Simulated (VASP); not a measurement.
Write the native input for VASP 6.6.1 that does the following.

* Task: single point
* Functional: PBEsol
* Potentials or basis: VASP PAW PBE potentials, release 64 (Al)
* Cutoff: 520 eV
* k mesh: 8 × 8 × 8
* Occupations: gaussian, width 0.15 eV
* Spin: no spin polarisation
* Dipole correction: no
* Further INCAR settings: ALGO = Fast; EDIFF = 1e-06; NBANDS = 14

The structure of Al lies in POSCAR:

```
Al
1.0
    4.0155561827      0.0000000000      0.0000000000
    0.0000000000     -4.0155561827      0.0000000000
    0.0000000000      0.0000000000     -4.0155561827
Al
4
Direct
    0.0573769355      0.6219285878      0.5382593157
    0.4808743548     -0.0406428626      0.4872468948
    0.4808743548      0.4593571374     -0.0127531052
   -0.0191256452     -0.0406428626     -0.0127531052
```

This cell differs from its parent crystal: atom 1 moved 0.75 Å.

These files were run (other wordings do the same):

INCAR

```
  ALGO = Fast
  EDIFF = 1E-6
  ENCUT = 520
  GGA = PS
  ISIF = 2
  ISMEAR = 0
  LASPH = T
  LCHARG = F
  LREAL = F
  LWAVE = F
  NBANDS = 14
  NELM = 60
  PREC = Accurate
  SIGMA = 0.15
```

KPOINTS

```
k-points
0
Gamma
  8 8 8
```

Potentials or basis: VASP PAW PBE potentials, release 64 (Al).

Run with:

```bash
$ cat potpaw_PBE.64/Al/POTCAR > POTCAR
$ mpirun -np 1 vasp_std > vasp.out
```

Results of the run:

| Property | Result |
| --- | --- |
| Pressure | 12.4 GPa |
| Largest force | 6.063 eV/Å |
| Band gap on the k mesh | zero (band 6 reaches 9.13 eV, above the bottom of band 7 at 4.35 eV) |

Caveat: the cell differs from its parent crystal (atom 1 moved 0.75 Å); the PAW data sets were made with another functional, which shifts forces and pressure a little.

Run time: 80 s on 1 thread of Intel(R) Xeon(R) 6975P-C (Granite Rapids), on a shared host, peak memory 0.28 GiB.
